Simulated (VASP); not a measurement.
# NaCl in VASP: a series of runs, part 3 of 3

VASP 6.6.1. The steps go on from the part before.

## (5) Single point, r2SCAN (shear xy strain +0.5%)

Contents of POSCAR:

```
NaCl
1.0
    3.4595458397      0.0077839781      0.0000000000
    0.0077839781      3.4595458397      0.0000000000
    0.0000000000      0.0000000000      3.4595458397
Na Cl
1 1
Direct
    0.0000000000      0.0000000000      0.0000000000
    0.5000000000      0.5000000000      0.5000000000
```

Contents of INCAR.step1:

```
ALGO     = Normal         # electronic algorithm
EDIFF    = 1E-4           # SCF threshold, eV
ENCUT    = 520            # plane-wave cutoff, eV
GGA      = PE             # functional
ISMEAR   = 0              # smearing method
LASPH    = T              # aspherical terms in the spheres
LCHARG   = F              # write CHGCAR
LREAL    = F              # projectors in reciprocal space
LWAVE    = T              # write WAVECAR
NBANDS   = 14             # bands
NELM     = 100            # most SCF steps
PREC     = Accurate       # precision mode
SIGMA    = 0.01           # smearing width, eV
```

Contents of INCAR.step2:

```
ALGO     = Normal         # electronic algorithm
EDIFF    = 1E-6           # SCF threshold, eV
ENCUT    = 520            # plane-wave cutoff, eV
ISIF     = 2              # what is computed and relaxed
ISMEAR   = 0              # smearing method
ISTART   = 1            
LASPH    = T              # aspherical terms in the spheres
LCHARG   = F              # write CHGCAR
LMIXTAU  = T            
LREAL    = F              # projectors in reciprocal space
LWAVE    = F              # write WAVECAR
METAGGA  = R2SCAN         # meta-GGA
NBANDS   = 14             # bands
NELM     = 100            # most SCF steps
PREC     = Accurate       # precision mode
SIGMA    = 0.01           # smearing width, eV
```

Contents of KPOINTS:

```
k-points
0
Gamma
  8 8 8
```

Potentials or basis: VASP PAW PBE potentials, release 64 (Na_pv, Cl).

Run with:

```
cat potpaw_PBE.64/Na_pv/POTCAR potpaw_PBE.64/Cl/POTCAR > POTCAR
cp INCAR.step1 INCAR
mpirun -np 1 vasp_std > vasp.out
cp INCAR.step2 INCAR
mpirun -np 1 vasp_std > vasp.out
```

OUTCAR:

```text
EDIFF = 1E-6
   ENCUT = 520
   ISIF = 2
   ISMEAR = 0
   ISTART = 1
   LASPH = T
   LREAL = F
   METAGGA = R2SCAN
   NELM = 100
   PREC = Accurate

 ion  position               nearest neighbor table
   1  0.000  0.000  0.000-
   2  0.500  0.500  0.500-

  LATTYP: Found a base centered orthorhombic cell.
 ALAT       =     4.8815284388
 B/A-ratio  =     1.0045101478
 C/A-ratio  =     0.7087013592

  Lattice vectors:

 A1 = (  -0.0077839781,  -3.4595458397,   0.0000000000)
 A2 = (   3.4595458397,   0.0077839781,   0.0000000000)
 A3 = (   0.0000000000,   0.0000000000,   3.4595458397)

Analysis of symmetry for initial positions (statically):
=====================================================================
 Subroutine PRICEL returns:
 Original cell was already a primitive cell.

 Routine SETGRP: Setting up the symmetry group for a
 base centered orthorhombic supercell.

 Subroutine GETGRP returns: Found  8 space group operations
 (whereof  8 operations were pure point group operations)
 out of a pool of  8 trial point group operations.

The static configuration has the point symmetry D_2h.

Analysis of symmetry for dynamics (positions and initial velocities):
=====================================================================
 Subroutine PRICEL returns:
 Original cell was already a primitive cell.

 Routine SETGRP: Setting up the symmetry group for a
 base centered orthorhombic supercell.

 Subroutine GETGRP returns: Found  8 space group operations
 (whereof  8 operations were pure point group operations)
 out of a pool of  8 trial point group operations.

The dynamic configuration has the point symmetry D_2h.

 Subroutine INISYM returns: Found  8 space group operations
 (whereof  8 operations are pure point group operations),
 and found     1 'primitive' translations

----------------------------------------------------------------------------------------

                                     Primitive cell

  volume of cell :      41.4052

  direct lattice vectors                    reciprocal lattice vectors
     3.459545840  0.007783978  0.000000000     0.289056746 -0.000650378  0.000000000
     0.007783978  3.459545840  0.000000000    -0.000650378  0.289056746  0.000000000
     0.000000000  0.000000000  3.459545840     0.000000000  0.000000000  0.289055282

  length of vectors
     3.459554597  3.459554597  3.459545840     0.289057478  0.289057478  0.289055282

  position of ions in fractional coordinates (direct lattice)
     0.000000000  0.000000000  0.000000000
     0.500000000  0.500000000  0.500000000

  ion indices of the primitive-cell ions
   primitive index   ion index
                 1           1
                 2           2

----------------------------------------------------------------------------------------

 KPOINTS: k-points

Automatic generation of k-mesh.
 Grid dimensions read from file:
 generate k-points for:    8    8    8

 Generating k-lattice:

  Cartesian coordinates                     Fractional coordinates (reciprocal lattice)
     0.036132093 -0.000081297  0.000000000     0.125000000  0.000000000  0.000000000
    -0.000081297  0.036132093  0.000000000     0.000000000  0.125000000  0.000000000
     0.000000000  0.000000000  0.036131910     0.000000000  0.000000000  0.125000000

[... 40 lines left out ...]
   total plane-waves  NPLWV =  21952
   dimension x,y,z NGX =    28 NGY =   28 NGZ =   28
   dimension x,y,z NGXF=    56 NGYF=   56 NGZF=   56
   ions per type =               1   1
   NGX,Y,Z   is equivalent  to a cutoff of  13.46, 13.46, 13.46 a.u.
   NGXF,Y,Z  is equivalent  to a cutoff of  26.91, 26.91, 26.91 a.u.
 SYSTEM =  unknown system
   PREC   = accura    normal or accurate (medium, high low for compatibility)
   ISTART =      1    job   : 0-new  1-cont  2-samecut
   ICHARG =      0    charge: 1-file 2-atom 10-const
   ISPIN  =      1    spin polarized calculation?
   LNONCOLLINEAR =      F non collinear calculations
   LSORBIT =      F    spin-orbit coupling
   LASPH  =      T    aspherical Exc in radial PAW
   ENCUT  =  520.0 eV  38.22 Ry    6.18 a.u.   6.43  6.43  6.43*2*pi/ulx,y,z
   NELM   =    100;   NELMIN=  2; NELMDL=  0     # of ELM steps
   EDIFF  = 0.1E-05   stopping-criterion for ELM
   LREAL  =      F    real-space projection
   EDIFFG = 0.1E-04   stopping-criterion for IOM
   NSW    =      0    number of steps for IOM
   IBRION =     -1    ionic relax: 0-MD 1-quasi-New 2-CG
   NFREE  =      0    steps in history (QN), initial steepest desc. (CG)
   ISIF   =      2    stress and relaxation
   ISYM   =      2    0-nonsym 1-usesym 2-fastsym
   POTIM  = 0.5000    time-step for ionic-motion
   TEBEG  =    0.0;   TEEND  =   0.0 temperature during run
   PSTRESS=    0.0 pullay stress
   NELECT =      14.0000    total number of electrons
   NUPDOWN=      -1.0000    fix difference up-down
   EMIN   =  10.00;   EMAX   =-10.00  energy-range for DOS
   EFERMI =   0.00;   METHOD = LEGACY
   ISMEAR =     0;   SIGMA  =   0.01  broadening in eV -4-tet -1-fermi 0-gaus
   EFERMI_NEDOS =   21; number of points for ismear=-14 and -15
   IALGO  =     38    algorithm
   IMIX   =      4    mixing-type and parameters
     AMIX     =   0.40;   BMIX     =  1.00
     AMIX_MAG =   1.60;   BMIX_MAG =  1.00
  volume/ion in A,a.u.               =      20.70       139.71
  Fermi-wavevector in a.u.,A,eV,Ry     =   1.140510  2.155252 17.697960  1.300763
  Thomas-Fermi vector in A             =   2.277212
   LORBIT       =      0    0 simple, 1 ext, 2 COOP (PROOUT), +10 PAW based schemes
   METAGGA = R2SCAN    functional components
   LHFCALC =     F    Hartree Fock is set to
   AEXX    =    0.0000 exact exchange contribution
   IVDW    =     0    specifies the selected vdW correction
   LEPSILON=     F    determine dielectric tensor
   LRPA    =     F    only Hartree local field effects (RPA)
 non-spin polarized calculation
 Gauss-broadening in eV      SIGMA  =   0.01
  energy-cutoff  :      520.00
  volume of cell :       41.41
 maximum number of plane-waves:      1141
 NGX is ok and might be reduce to    28
   NGX = 13   NGY = 13   NGZ = 13

 number of electron      13.9999999 magnetization

 Free energy of the ion-electron system (eV)
  ---------------------------------------------------
  ext. energy  EPLUGINS =         0.00000000
  ---------------------------------------------------
  free energy    TOTEN  =       -13.46574930 eV

  energy without entropy =      -13.46574930  energy(sigma->0) =      -13.46574930

 E-fermi :   0.4712     XC(G=0):  -9.0755

 val. band max:        0.2974137821   @ k =   0.5000   0.5000   0.0000
 cond. band min:       5.2483287090   @ k =   0.0000   0.0000   0.0000
 fundamental gap:      4.9509149269
 Fermi energy:         0.4711887048

 k-point     1 :       0.0000    0.0000    0.0000
  band No.  band energies     occupation
      1     -22.4990      2.00000
      2     -22.4986      2.00000
      3     -22.4983      2.00000
      4     -13.7982      2.00000
      5      -0.2453      2.00000
      6      -0.2387      2.00000
      7      -0.2320      2.00000
      8       5.2483      0.00000
      9       9.4370      0.00000
     10       9.4372      0.00000
     11      17.0803      0.00000
     12      17.0966      0.00000
     13      17.1155      0.00000
     14      17.5807      0.00000
[... 377 lines left out ...]
      1     -22.5198      2.00000
      2     -22.5026      2.00000
      3     -22.4961      2.00000
      4     -13.5571      2.00000
      5      -1.6635      2.00000
      6      -0.5532      2.00000
      7      -0.0799      2.00000
      8       6.9849      0.00000
      9      10.2491      0.00000
     10      10.7318      0.00000
     11      13.4301      0.00000
     12      14.3813      0.00000
     13      16.2627      0.00000
     14      16.9338      0.00000

 [... further k-points ...]

------------------------ aborting loop because EDIFF is reached ----------------------------------------

  FORCE on cell =-STRESS in cart. coord.  units (eV):
  Direction    XX          YY          ZZ          XY          YZ          ZX
  --------------------------------------------------------------------------------------
  -------------------------------------------------------------------------------------
  Total       -0.0696626     -0.0696626     -0.0700167      0.0028515      0.0000000      0.0000000
  in kB       -2.6956000     -2.6956000     -2.7093008      0.1103380      0.0000000      0.0000000
  external PRESSURE =      -2.7001669 kB  Pullay stress =       0.0000000 kB

 VOLUME and BASIS-vectors are now :
 -----------------------------------------------------------------------------
  energy-cutoff  :      520.00
  volume of cell :       41.41
      direct lattice vectors                 reciprocal lattice vectors
     3.459545840  0.007783978  0.000000000     0.289056746 -0.000650378  0.000000000
     0.007783978  3.459545840  0.000000000    -0.000650378  0.289056746  0.000000000
     0.000000000  0.000000000  3.459545840     0.000000000  0.000000000  0.289055282

 POSITION                                       TOTAL-FORCE (eV/Angst)
 -----------------------------------------------------------------------------------
      0.00000      0.00000      0.00000         0.000000      0.000000      0.000000
      1.73366      1.73366      1.72977        -0.000000      0.000000      0.000000
 -----------------------------------------------------------------------------------
    total drift:                               -0.000000      0.000000      0.000000

  FREE ENERGIE OF THE ION-ELECTRON SYSTEM (eV)
  ---------------------------------------------------
  free  energy   TOTEN  =       -13.4657493005 eV

  energy  without entropy=      -13.4657493005  energy(sigma->0) =      -13.46574930
```

Wall time 2.6 min (1 thread of AMD EPYC 7R13 (Zen 3), shared host); peak memory 0.16 GiB.

What came out:

```
Free energy            : -13.4657 eV
Pressure               : -0.3 GPa
Band gap on the k mesh : 4.95 eV (least direct gap 5.48 eV)
```

Caveat: the cell differs from its parent crystal (shear xy strain +0.5%); the PAW data sets were made with another functional, which shifts forces and pressure a little. A k mesh can miss the band edges.

## (6) The runs side by side

| level | cell | smearing | gap on the mesh (eV) | pressure (GPa) |
| --- | --- | --- | --- | --- |
| PBE | a = 3.430, b = 3.430, c = 3.461 Å, 2 atoms | fermi-dirac 0.02 eV | 4.14 | 1.6 |
| PBE | a = 3.460 Å, angles 90.0, 90.0, 89.7°, 2 atoms | fermi-dirac 0.02 eV | 4.10 | 1.1 |
| r2SCAN | a = 3.430, b = 3.430, c = 3.461 Å, 2 atoms | gaussian 0.01 eV | 4.99 | 0.3 |
| r2SCAN | a = 3.460 Å, angles 90.0, 90.0, 89.7°, 2 atoms | gaussian 0.01 eV | 4.95 | -0.3 |

Alike in all rows: task single point; potentials or basis VASP PAW PBE potentials, release 64 (Na_pv, Cl); no spin polarisation; k mesh 8 × 8 × 8; cutoff (eV) 520.

Caveats: the PAW data sets were made with another functional, which shifts forces and pressure a little (at least some runs).

Total energies depend on the potentials used, so only differences within one code and one set of settings carry meaning.
